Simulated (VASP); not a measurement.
# Hf (Fd-3m) in VASP: further runs, part 2 of 2

VASP 6.6.1. Earlier steps stand in the parts before.

## 4. Single point, PBE

This run uses another cell than the first one, of 35.06 Å³/atom, 1.176 times its volume.

File INCAR:

```
PREC = Accurate
ENCUT = 520
EDIFF = 1E-7
ISMEAR = -1
SIGMA = 0.1
LREAL = F
LASPH = T
NELM = 80
ALGO = Normal
ISIF = 2
LWAVE = F
LCHARG = T
GGA = PE
LELF = T
LVHAR = T
NBANDS = 17
```

File KPOINTS:

```
Automatic mesh
0
Gamma
  12 12 12
```

File POSCAR:

```
Hf
1.0
    0.0000000000      3.2729917522      3.2729917522
    3.2729917522      0.0000000000      3.2729917522
    3.2729917522      3.2729917522      0.0000000000
Hf
2
Direct
   -0.1250000000     -0.1250000000     -0.1250000000
    0.1250000000      0.1250000000      0.1250000000
```

Potentials or basis: VASP PAW PBE potentials, release 64 (Hf_pv).

The run is started by

```console
$ cat potpaw_PBE.64/Hf_pv/POTCAR > POTCAR
$ mpirun -np 1 vasp_std > vasp.out
```

OUTCAR:

```text
PREC = Accurate
   ENCUT = 520
   EDIFF = 1E-7
   ISMEAR = -1
   LREAL = F
   LASPH = T
   NELM = 80
   ISIF = 2
   GGA = PE

 ion  position               nearest neighbor table
   1  0.875  0.875  0.875-   2 2.83   2 2.83   2 2.83   2 2.83
   2  0.125  0.125  0.125-   1 2.83   1 2.83   1 2.83   1 2.83

  LATTYP: Found a face centered cubic cell.
 ALAT       =     6.5459835044

  Lattice vectors:

 A1 = (   0.0000000000,   3.2729917522,   3.2729917522)
 A2 = (   3.2729917522,   0.0000000000,   3.2729917522)
 A3 = (   3.2729917522,   3.2729917522,   0.0000000000)

Analysis of symmetry for initial positions (statically):
=====================================================================
 Subroutine PRICEL returns:
 Original cell was already a primitive cell.

 Routine SETGRP: Setting up the symmetry group for a
 face centered cubic supercell.

 Subroutine GETGRP returns: Found 48 space group operations
 (whereof 12 operations were pure point group operations)
 out of a pool of 48 trial point group operations.

The static configuration has the point symmetry D_3d.
 The point group associated with its full space group is O_h .

Analysis of symmetry for dynamics (positions and initial velocities):
=====================================================================
 Subroutine PRICEL returns:
 Original cell was already a primitive cell.

 Routine SETGRP: Setting up the symmetry group for a
 face centered cubic supercell.

 Subroutine GETGRP returns: Found 48 space group operations
 (whereof 12 operations were pure point group operations)
 out of a pool of 48 trial point group operations.

[... 106 lines left out ...]
   NFREE  =      0    steps in history (QN), initial steepest desc. (CG)
   ISIF   =      2    stress and relaxation
   ISYM   =      2    0-nonsym 1-usesym 2-fastsym
   POTIM  = 0.5000    time-step for ionic-motion
   TEBEG  =    0.0;   TEEND  =   0.0 temperature during run
   PSTRESS=    0.0 pullay stress
   NELECT =      20.0000    total number of electrons
   NUPDOWN=      -1.0000    fix difference up-down
   EMIN   =  10.00;   EMAX   =-10.00  energy-range for DOS
   EFERMI =   0.00;   METHOD = LEGACY
   ISMEAR =    -1;   SIGMA  =   0.10  broadening in eV -4-tet -1-fermi 0-gaus
   EFERMI_NEDOS =   21; number of points for ismear=-14 and -15
   IALGO  =     38    algorithm
   IMIX   =      4    mixing-type and parameters
     AMIX     =   0.40;   BMIX     =  1.00
     AMIX_MAG =   1.60;   BMIX_MAG =  1.00
  volume/ion in A,a.u.               =      35.06       236.61
  Fermi-wavevector in a.u.,A,eV,Ry     =   1.077614  2.036395 15.799794  1.161252
  Thomas-Fermi vector in A             =   2.213531
   LORBIT       =      0    0 simple, 1 ext, 2 COOP (PROOUT), +10 PAW based schemes
   GGA     = PE    functional components
   LHFCALC =     F    Hartree Fock is set to
   AEXX    =    0.0000 exact exchange contribution
   IVDW    =     0    specifies the selected vdW correction
   LEPSILON=     F    determine dielectric tensor
   LRPA    =     F    only Hartree local field effects (RPA)
 non-spin polarized calculation
  energy-cutoff  :      520.00
  volume of cell :       70.12
 maximum number of plane-waves:      1917
   NGX = 17   NGY = 17   NGZ = 17

 number of electron      20.0000002 magnetization

 Free energy of the ion-electron system (eV)
  ---------------------------------------------------
  ext. energy  EPLUGINS =         0.00000000
  ---------------------------------------------------
  free energy    TOTEN  =       -14.55514580 eV

  energy without entropy =      -14.39366424  energy(sigma->0) =      -14.47440502

 E-fermi :   1.5584     XC(G=0):  -9.0665

 val. band max:        1.5524314276   @ k =  -0.4167   0.3333   0.0000
 cond. band min:       1.5597030456   @ k =  -0.3333   0.0833   0.0000
 fundamental gap:      0.0072716180
 Fermi energy:         1.5584371963

 k-point     1 :       0.0000    0.0000    0.0000
  band No.  band energies     occupation
      1     -29.4416      2.00000
      2     -29.4416      2.00000
      3     -29.4416      2.00000
      4     -28.8641      2.00000
      5     -28.8641      2.00000
      6     -28.8641      2.00000
[... 457 lines left out ...]
      4     -28.9616      2.00000
      5     -28.7879      2.00000
      6     -28.7565      2.00000
[... 9 lines left out ...]
     16       5.6709      0.00000
     17       6.4073      0.00000

 [... further k-points ...]
[... 5 lines left out ...]
  --------------------------------------------------------------------------------------
  -------------------------------------------------------------------------------------
  Total       -0.0727358     -0.0727358     -0.0727358      0.0000000      0.0000000     -0.0000000
  in kB       -1.6618578     -1.6618578     -1.6618578      0.0000000      0.0000000     -0.0000000
  external PRESSURE =      -1.6618578 kB  Pullay stress =       0.0000000 kB

 VOLUME and BASIS-vectors are now :
 -----------------------------------------------------------------------------
  energy-cutoff  :      520.00
  volume of cell :       70.12
      direct lattice vectors                 reciprocal lattice vectors
     0.000000000  3.272991752  3.272991752    -0.152765432  0.152765432  0.152765432
     3.272991752  0.000000000  3.272991752     0.152765432 -0.152765432  0.152765432
     3.272991752  3.272991752  0.000000000     0.152765432  0.152765432 -0.152765432

 POSITION                                       TOTAL-FORCE (eV/Angst)
 -----------------------------------------------------------------------------------
      5.72774      5.72774      5.72774         0.000000      0.000000      0.000000
      0.81825      0.81825      0.81825        -0.000000     -0.000000     -0.000000
 -----------------------------------------------------------------------------------
    total drift:                                0.000000      0.000000      0.000000

  FREE ENERGIE OF THE ION-ELECTRON SYSTEM (eV)
  ---------------------------------------------------
  free  energy   TOTEN  =       -14.5551457992 eV

  energy  without entropy=      -14.3936642412  energy(sigma->0) =      -14.47440502
```

OSZICAR:

```text
N       E                     dE             d eps       ncg     rms          rms(c)
DAV:   1     0.535749093108E+02    0.53575E+02   -0.10945E+04  2496   0.104E+03
DAV:   2    -0.128248076278E+02   -0.66400E+02   -0.64854E+02  3200   0.235E+02
DAV:   3    -0.149641146824E+02   -0.21393E+01   -0.20897E+01  3331   0.276E+01
DAV:   4    -0.149960624700E+02   -0.31948E-01   -0.31843E-01  3151   0.403E+00
DAV:   5    -0.149968177893E+02   -0.75532E-03   -0.75507E-03  3540   0.513E-01    0.301E+01
DAV:   6    -0.146136759180E+02    0.38314E+00   -0.72519E-01  2690   0.385E+00    0.175E+01
DAV:   7    -0.145676879706E+02    0.45988E-01   -0.50179E-01  2964   0.337E+00    0.178E+00
DAV:   8    -0.145553995803E+02    0.12288E-01   -0.88556E-02  2726   0.130E+00    0.141E-01
DAV:   9    -0.145551169845E+02    0.28260E-03   -0.26241E-03  3171   0.271E-01    0.116E-01
DAV:  10    -0.145551575672E+02   -0.40583E-04   -0.10970E-04  3396   0.562E-02    0.712E-02
DAV:  11    -0.145551457675E+02    0.11800E-04   -0.76173E-05  2898   0.366E-02    0.761E-03
DAV:  12    -0.145551457463E+02    0.21277E-07   -0.18534E-06  3185   0.840E-03    0.360E-03
DAV:  13    -0.145551457992E+02   -0.52923E-07   -0.65868E-08  1912   0.171E-03
   1 F= -.14555146E+02 E0= -.14474405E+02  d E =-.161482E+00
```

Run time: 1.8 min. Hardware: 1 thread of AMD EPYC 7R13, shared host; peak memory 0.21 GiB.

Results:

```
Free energy            : -14.5551 eV
Pressure               : -0.2 GPa
Band gap on the k mesh : zero (band 10 reaches 1.90 eV, above the bottom of band 11 at 1.26 eV)
```

Caveat: spin-orbit coupling is left out, which moves the levels of the heavy elements.

## 5. Relaxation of cell and atoms, PBE

This run uses another cell than the first one, of 28.20 Å³/atom, 0.946 times its volume.

File INCAR:

```
  PREC = Accurate
  ENCUT = 600
  EDIFF = 1E-7
  ISMEAR = -1
  SIGMA = 0.1
  LREAL = False
  LASPH = True
  NELM = 100
  ALGO = Normal
  ISIF = 3
  LWAVE = False
  LCHARG = False
  GGA = PE
  IBRION = 2
  NSW = 60
  EDIFFG = -0.005
```

File KPOINTS:

```
regular mesh
0
Gamma
  12 12 12
```

File POSCAR:

```
Hf
1.0
    0.0000000000      3.0438467722      3.0438467722
    3.0438467722      0.0000000000      3.0438467722
    3.0438467722      3.0438467722      0.0000000000
Hf
2
Direct
   -0.1250000000     -0.1250000000     -0.1250000000
    0.1250000000      0.1250000000      0.1250000000
```

The run is started by

```console
$ cat potpaw_PBE.64/Hf_pv/POTCAR > POTCAR
$ mpirun -np 1 vasp_std > vasp.out
```

Run time: 7.9 min. Hardware: 1 thread of AMD EPYC 7R43 (Zen 3), shared host; peak memory 0.2 GiB.

Results (log left out):

| Quantity | Value |
| --- | --- |
| Free energy | -14.5544 eV |
| Relaxed volume | 34.84 Å³/atom |
| Relaxed cell | a = 4.619 Å, b = 4.619 Å, c = 4.619 Å, α = 60.00°, β = 60.00°, γ = 60.00° |
| Space group after relaxing (to 0.05 Å) | Fd-3m (No. 227) |
| Energy gained by relaxing | 143.4 meV/atom |
| Ionic steps | 5 |
| Pressure after relaxing | 0.0 GPa |
| Band gap on the k mesh | zero (band 10 reaches 1.93 eV, above the bottom of band 11 at 1.29 eV) |

The path:
```
step  energy change (eV)  largest force (eV/Å)  pressure (GPa)  volume (Å³)
   1              0.0000                0.0000            7.78        56.40
   2             -0.2843                0.0000            0.61        68.34
   3             -0.2868                0.0000           -0.10        69.97
   4             -0.2869                0.0000            0.02        69.68
   5             -0.2869                0.0000            0.02        69.68
```

Final structure:
```yaml
crystal:
  lattice:
    - [0.00000, 3.26611, 3.26611]
    - [3.26611, 0.00000, 3.26611]
    - [3.26611, 3.26611, 0.00000]
  atoms:
    - { symbol: Hf, position: [0.87500, 0.87500, 0.87500] }
    - { symbol: Hf, position: [0.12500, 0.12500, 0.12500] }
```

Levels at points of the mesh, in eV from the Fermi level:
```tsv
k point	band 6	band 7	band 8	band 9	band 10	band 11	band 12	band 13	band 14
(0.00, 0.00, 0.00)	-30.41	-5.11	-0.30	-0.30	0.15	0.15	0.15	2.06	2.06
(0.50, 0.00, 0.00)	-30.34	-3.01	-0.86	-0.27	-0.27	-0.06	0.21	0.21	3.06
(0.50, 0.50, 0.00)	-30.28	-1.27	-1.27	-1.20	-1.20	0.34	0.34	2.12	2.12
```

Caveat: the volume moved by over 15 % at a fixed basis, so the end points are rough; spin-orbit coupling is left out, which moves the levels of the heavy elements.

## 6. Summary

| task | cell | cutoff (eV) | gap on the mesh (eV) | pressure (GPa) |
| --- | --- | --- | --- | --- |
| single point | a = 4.385 Å, angles 60.0°, 2 atoms | 520 | none | 5.4 |
| single point | a = 4.550 Å, angles 60.0°, 2 atoms | 520 | none | 1.4 |
| single point | a = 4.629 Å, angles 60.0°, 2 atoms | 520 | none | -0.2 |
| relaxation of cell and atoms | relaxed from a = 4.305 Å, angles 60.0°, 2 atoms | 600 | none | 0.0 |

Alike in all rows: level PBE; potentials or basis VASP PAW PBE potentials, release 64 (Hf_pv); no spin polarisation; k mesh 12 × 12 × 12; smearing fermi-dirac 0.1 eV.

Caveats: spin-orbit coupling is left out, which moves the levels of the heavy elements; the volume moved by over 15 % at a fixed basis, so the end points are rough (some runs).

Total energies depend on the potentials used, so only differences within one code and one set of settings carry meaning.
